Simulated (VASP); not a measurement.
AgCl, 2 atoms in the cell. The structure is trigonal, space group R-3m (No. 166). Conventional cell: a = 3.883 Å, b = 3.883 Å, c = 9.799 Å, α = 90.00°, β = 90.00°, γ = 120.00°. Within 3.7 Å of Ag (site symmetry -3m) lie 6 Cl at 2.77 Å. Cl (site symmetry -3m) has 6 Ag at 2.77 Å within 3.7 Å.  This cell differs from its parent crystal: equal xy, yz and zx shear strains of +2 %.

* Program: VASP 6.6.1
* Task: electric field gradients
* Functional: LDA
* Potentials or basis: VASP PAW LDA potentials, release 64 (Ag, Cl)
* Cutoff: 520 eV
* k mesh: 8 × 8 × 8
* Occupations: fermi-dirac, width 0.02 eV
* Spin: no spin polarisation
* Dipole correction: no
* Further INCAR settings: ALGO = Normal; EDIFF = 1e-08; NBANDS = 16

Potentials or basis: VASP PAW LDA potentials, release 64 (Ag, Cl).

Launch:

```sh
$ cat potpaw_LDA.64/Ag/POTCAR potpaw_LDA.64/Cl/POTCAR > POTCAR
$ mpirun -np 1 vasp_std > vasp.out
```

Hardware: 1 thread of Intel(R) Xeon(R) 6975P-C (Granite Rapids), on a shared host.

Task: Estimate the wall time of this run.

Result: Wall time 21 s on 1 thread of Intel(R) Xeon(R) 6975P-C (Granite Rapids) (shared host), peak memory 0.17 GiB. Counts: scf iterations 13, k points 65.
